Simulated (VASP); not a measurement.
# Lu (P6_3/mmc) in VASP: further runs

Lu is run at these levels: PBE; tasks: single point.

Everything below comes from runs of VASP 6.6.1. Logs are shortened: lines on timing, memory, paths and dates and some standing lists are left out, and cuts for length are marked.

### Step 1. The cell of the first run

It takes space group P6_3/mmc (No. 194, hexagonal). Conventional cell: a = 3.507 Å, b = 3.507 Å, c = 5.477 Å, α = 90.00°, β = 90.00°, γ = 120.00°. Lu (site symmetry -6m2) has 12 Lu at 3.41 to 3.51 Å within 4.5 Å.

### Step 2. Single point, PBE

The input, INCAR:

```
SYSTEM = Lu
ALGO = Normal
EDIFF = 1E-6
ENCUT = 520
GGA = PE
ISIF = 2
ISMEAR = -1
LASPH = .True.
LCHARG = .False.
LREAL = .False.
LWAVE = .False.
NBANDS = 32
NELM = 60
PREC = Accurate
SIGMA = 0.01
```

The input, KPOINTS:

```
k-points
0
Gamma
  10 10 6
  0 0 0
```

The input, POSCAR:

```
Lu
1.0
    3.5070808964      0.0000000000      0.0000000000
   -1.7535404482      3.0372211494      0.0000000000
    0.0000000000      0.0000000000      5.4772888711
Lu
2
Direct
    0.3333333333      0.6666666667      0.2500000000
    0.6666666667      0.3333333333      0.7500000000
```

Potentials or basis: VASP PAW PBE potentials, release 64 (Lu).

On the command line:

```bash
$ cat potpaw_PBE.64/Lu/POTCAR > POTCAR
$ mpirun -np 1 vasp_std > vasp.out
```

OUTCAR:

```text
SYSTEM = Lu
   EDIFF = 1E-6
   ENCUT = 520
   GGA = PE
   ISIF = 2
   ISMEAR = -1
   LASPH = .True.
   LREAL = .False.
   NELM = 60
   PREC = Accurate

 ion  position               nearest neighbor table
   1  0.333  0.667  0.250-   2 3.41   2 3.41   2 3.41   2 3.41   2 3.41   2 3.41
   2  0.667  0.333  0.750-   1 3.41   1 3.41   1 3.41   1 3.41   1 3.41   1 3.41

  LATTYP: Found a hexagonal cell.
 ALAT       =     3.5070808964
 C/A-ratio  =     1.5617800196

  Lattice vectors:

 A1 = (   3.5070808964,   0.0000000000,   0.0000000000)
 A2 = (  -1.7535404482,   3.0372211494,   0.0000000000)
 A3 = (   0.0000000000,   0.0000000000,   5.4772888711)

Analysis of symmetry for initial positions (statically):
=====================================================================
 Subroutine PRICEL returns:
 Original cell was already a primitive cell.

 Routine SETGRP: Setting up the symmetry group for a
 hexagonal supercell.

 Subroutine GETGRP returns: Found 24 space group operations
 (whereof 12 operations were pure point group operations)
 out of a pool of 24 trial point group operations.

The static configuration has the point symmetry D_3d.
 The point group associated with its full space group is D_6h.

Analysis of symmetry for dynamics (positions and initial velocities):
=====================================================================
 Subroutine PRICEL returns:
 Original cell was already a primitive cell.

 Routine SETGRP: Setting up the symmetry group for a
 hexagonal supercell.

 Subroutine GETGRP returns: Found 24 space group operations
 (whereof 12 operations were pure point group operations)
 out of a pool of 24 trial point group operations.

The dynamic configuration has the point symmetry D_3d.
 The point group associated with its full space group is D_6h.

 Subroutine INISYM returns: Found 24 space group operations
 (whereof 12 operations are pure point group operations),
 and found     1 'primitive' translations

----------------------------------------------------------------------------------------

                                     Primitive cell

  volume of cell :      58.3429

  direct lattice vectors                    reciprocal lattice vectors
     3.507080896  0.000000000  0.000000000     0.285137420  0.164624166  0.000000000
    -1.753540448  3.037221149  0.000000000     0.000000000  0.329248333  0.000000000
     0.000000000  0.000000000  5.477288871     0.000000000  0.000000000  0.182572076

  length of vectors
     3.507080896  3.507080896  5.477288871     0.329248333  0.329248333  0.182572076

  position of ions in fractional coordinates (direct lattice)
     0.333333333  0.666666667  0.250000000
     0.666666667  0.333333333  0.750000000

  ion indices of the primitive-cell ions
   primitive index   ion index
                 1           1
                 2           2

----------------------------------------------------------------------------------------

 KPOINTS: k-points

Automatic generation of k-mesh.
 Grid dimensions read from file:
 generate k-points for:   10   10    6

 Generating k-lattice:

  Cartesian coordinates                     Fractional coordinates (reciprocal lattice)
     0.028513742  0.016462417  0.000000000     0.100000000 -0.000000000  0.000000000
     0.000000000  0.032924833  0.000000000     0.000000000  0.100000000  0.000000000
     0.000000000  0.000000000  0.030428679     0.000000000  0.000000000  0.166666667

  Length of vectors
     0.032924833  0.032924833  0.030428679

  Shift w.r.t. Gamma in fractional coordinates (k-lattice)
     0.000000000  0.000000000  0.000000000

 Subroutine IBZKPT returns following result:
 ===========================================

 Found     56 irreducible k-points:

 Following reciprocal coordinates:
            Coordinates               Weight
  0.000000  0.000000  0.000000      1.000000
  0.100000 -0.000000  0.000000      6.000000
  0.200000 -0.000000  0.000000      6.000000
  0.300000  0.000000  0.000000      6.000000
  0.400000  0.000000  0.000000      6.000000
  0.500000  0.000000  0.000000      3.000000
[... 16 lines left out ...]
  0.300000  0.100000  0.166667     24.000000
  0.400000  0.100000  0.166667     24.000000
 [... further k-points ...]
   k-points           NKPTS =     56   k-points in BZ     NKDIM =     56   number of bands    NBANDS=     32
   number of dos      NEDOS =    301   number of ions     NIONS =      2
   total plane-waves  NPLWV =  32928
   dimension x,y,z NGX =    28 NGY =   28 NGZ =   42
   dimension x,y,z NGXF=    56 NGYF=   56 NGZF=   84
   ions per type =               2
   NGX,Y,Z   is equivalent  to a cutoff of  13.27, 13.27, 12.75 a.u.
   NGXF,Y,Z  is equivalent  to a cutoff of  26.55, 26.55, 25.50 a.u.
 SYSTEM =  Lu
   PREC   = accura    normal or accurate (medium, high low for compatibility)
   ISTART =      0    job   : 0-new  1-cont  2-samecut
   ICHARG =      2    charge: 1-file 2-atom 10-const
   ISPIN  =      1    spin polarized calculation?
   LNONCOLLINEAR =      F non collinear calculations
   LSORBIT =      F    spin-orbit coupling
   LASPH  =      T    aspherical Exc in radial PAW
   ENCUT  =  520.0 eV  38.22 Ry    6.18 a.u.   6.52  6.52 10.18*2*pi/ulx,y,z
   NELM   =     60;   NELMIN=  2; NELMDL= -5     # of ELM steps
   EDIFF  = 0.1E-05   stopping-criterion for ELM
   LREAL  =      F    real-space projection
   EDIFFG = 0.1E-04   stopping-criterion for IOM
   NSW    =      0    number of steps for IOM
   IBRION =     -1    ionic relax: 0-MD 1-quasi-New 2-CG
   NFREE  =      0    steps in history (QN), initial steepest desc. (CG)
   ISIF   =      2    stress and relaxation
   ISYM   =      2    0-nonsym 1-usesym 2-fastsym
   POTIM  = 0.5000    time-step for ionic-motion
   TEBEG  =    0.0;   TEEND  =   0.0 temperature during run
   PSTRESS=    0.0 pullay stress
   NELECT =      50.0000    total number of electrons
   NUPDOWN=      -1.0000    fix difference up-down
   EMIN   =  10.00;   EMAX   =-10.00  energy-range for DOS
   EFERMI =   0.00;   METHOD = LEGACY
   ISMEAR =    -1;   SIGMA  =   0.01  broadening in eV -4-tet -1-fermi 0-gaus
   EFERMI_NEDOS =   21; number of points for ismear=-14 and -15
   IALGO  =     38    algorithm
   IMIX   =      4    mixing-type and parameters
     AMIX     =   0.40;   BMIX     =  1.00
     AMIX_MAG =   1.60;   BMIX_MAG =  1.00
  volume/ion in A,a.u.               =      29.17       196.86
  Fermi-wavevector in a.u.,A,eV,Ry     =   1.555018  2.938559 32.900009  2.418082
  Thomas-Fermi vector in A             =   2.659020
   LORBIT       =      0    0 simple, 1 ext, 2 COOP (PROOUT), +10 PAW based schemes
   GGA     = PE    functional components
   LHFCALC =     F    Hartree Fock is set to
   AEXX    =    0.0000 exact exchange contribution
   IVDW    =     0    specifies the selected vdW correction
   LEPSILON=     F    determine dielectric tensor
   LRPA    =     F    only Hartree local field effects (RPA)
 non-spin polarized calculation
  energy-cutoff  :      520.00
  volume of cell :       58.34
 maximum number of plane-waves:      1616
 NGX is ok and might be reduce to    28
   NGX = 13   NGY = 13   NGZ = 21

 number of electron      49.9999992 magnetization

 Free energy of the ion-electron system (eV)
  ---------------------------------------------------
  ext. energy  EPLUGINS =         0.00000000
  ---------------------------------------------------
  free energy    TOTEN  =        -9.04484886 eV

  energy without entropy =       -9.04375682  energy(sigma->0) =       -9.04430284

 E-fermi :   2.2231     XC(G=0): -10.6553

 val. band max:        2.1649167165   @ k =   0.2000   0.2000   0.3333
 cond. band min:       2.2339725341   @ k =   0.2000  -0.0000   0.1667
 fundamental gap:      0.0690558175
 Fermi energy:         2.2230832022

 k-point     1 :       0.0000    0.0000    0.0000
  band No.  band energies     occupation
      1     -53.9774      2.00000
      2     -53.9419      2.00000
      3     -24.9234      2.00000
      4     -24.4947      2.00000
      5     -24.4947      2.00000
      6     -24.4102      2.00000
[... 24 lines left out ...]
     31       5.6559      0.00000
     32       5.6559      0.00000

 k-point     2 :       0.1000   -0.0000    0.0000
  band No.  band energies     occupation
      1     -53.9751      2.00000
      2     -53.9412      2.00000
      3     -24.9076      2.00000
      4     -24.5257      2.00000
      5     -24.5055      2.00000
      6     -24.4430      2.00000
[... 24 lines left out ...]
     31       5.3615      0.00000
     32       5.4206      0.00000

 k-point     3 :       0.2000   -0.0000    0.0000
  band No.  band energies     occupation
      1     -53.9690      2.00000
      2     -53.9395      2.00000
      3     -24.8633      2.00000
      4     -24.6071      2.00000
      5     -24.5325      2.00000
      6     -24.5265      2.00000
[... 24 lines left out ...]
     31       5.8103      0.00000
     32       5.9886      0.00000

 k-point     4 :       0.3000    0.0000    0.0000
  band No.  band energies     occupation
      1     -53.9608      2.00000
      2     -53.9379      2.00000
      3     -24.7995      2.00000
      4     -24.7084      2.00000
      5     -24.6251      2.00000
      6     -24.5644      2.00000
[... 24 lines left out ...]
     31       6.5894      0.00000
     32       6.9298      0.00000

 k-point     5 :       0.4000    0.0000    0.0000
  band No.  band energies     occupation
      1     -53.9532      2.00000
      2     -53.9376      2.00000
      3     -24.7906      2.00000
      4     -24.7328      2.00000
      5     -24.7015      2.00000
      6     -24.5894      2.00000
[... 584 lines left out ...]
     31       5.7126      0.00000
     32       6.1348      0.00000

 k-point    22 :       0.2000    0.1000    0.1667
  band No.  band energies     occupation
      1     -53.9620      2.00000
      2     -53.9400      2.00000
      3     -24.8176      2.00000
      4     -24.6428      2.00000
      5     -24.6170      2.00000
      6     -24.5438      2.00000
[... 24 lines left out ...]
     31       6.2410      0.00000
     32       6.7949      0.00000

 k-point    23 :       0.3000    0.1000    0.1667
  band No.  band energies     occupation
      1     -53.9545      2.00000
      2     -53.9388      2.00000
      3     -24.8063      2.00000
      4     -24.7163      2.00000
      5     -24.6605      2.00000
      6     -24.5815      2.00000
[... 24 lines left out ...]
     31       7.3078      0.00000
     32       7.5918      0.00000

 k-point    24 :       0.4000    0.1000    0.1667
  band No.  band energies     occupation
      1     -53.9490      2.00000
      2     -53.9388      2.00000
      3     -24.8346      2.00000
      4     -24.7505      2.00000
      5     -24.6573      2.00000
      6     -24.5956      2.00000
[... 24 lines left out ...]
     31       7.9887      0.00000
     32       8.2509      0.00000

 [... further k-points ...]

------------------------ aborting loop because EDIFF is reached ----------------------------------------

  FORCE on cell =-STRESS in cart. coord.  units (eV):
  Direction    XX          YY          ZZ          XY          YZ          ZX
  --------------------------------------------------------------------------------------
  -------------------------------------------------------------------------------------
  Total        0.0966494      0.0966494     -0.1355074      0.0000000      0.0000000      0.0000000
  in kB        2.6541284      2.6541284     -3.7212235      0.0000000      0.0000000      0.0000000
  external PRESSURE =       0.5290111 kB  Pullay stress =       0.0000000 kB

 VOLUME and BASIS-vectors are now :
 -----------------------------------------------------------------------------
  energy-cutoff  :      520.00
  volume of cell :       58.34
      direct lattice vectors                 reciprocal lattice vectors
     3.507080896  0.000000000  0.000000000     0.285137420  0.164624166  0.000000000
    -1.753540448  3.037221149  0.000000000     0.000000000  0.329248333  0.000000000
     0.000000000  0.000000000  5.477288871     0.000000000  0.000000000  0.182572076

 POSITION                                       TOTAL-FORCE (eV/Angst)
 -----------------------------------------------------------------------------------
     -0.00000      2.02481      1.36932         0.000000      0.000000      0.000000
      1.75354      1.01241      4.10797        -0.000000     -0.000000      0.000000
 -----------------------------------------------------------------------------------
    total drift:                               -0.000000      0.000000     -0.000000

  FREE ENERGIE OF THE ION-ELECTRON SYSTEM (eV)
  ---------------------------------------------------
  free  energy   TOTEN  =        -9.0448488645 eV

  energy  without entropy=       -9.0437568233  energy(sigma->0) =       -9.04430284
```

Run time: 1.7 min. Hardware: 1 thread of Intel Xeon 8259CL, shared host; peak memory 0.24 GiB.

Results:

```yaml
Free_energy: -9.0448 eV
Pressure: 0.1 GPa
Band_gap_on_the_k_mesh: zero (bands 25 and 26 overlap by 1.84 eV)
```

Stress tensor (GPa, compression positive):
```
 0.27  0.00  0.00
 0.00  0.27  0.00
 0.00  0.00 -0.37
```

Levels at points of the mesh, in eV from the Fermi level:
```tsv
k point	band 23	band 24	band 25	band 26	band 27	band 28
(0.00, 0.00, 0.00)	-4.87	-2.39	0.66	2.18	2.18	2.61
(0.50, 0.00, 0.00)	-2.35	-1.39	-0.84	-0.37	1.59	1.85
(0.00, 0.00, 0.50)	-4.36	-4.36	1.21	1.21	2.09	2.09
(0.50, 0.00, 0.50)	-2.10	-2.10	0.09	0.09	1.36	1.36
```

Caveat: spin-orbit coupling is left out, which moves the levels of the heavy elements.

(Part 1 of 2 ends here.)
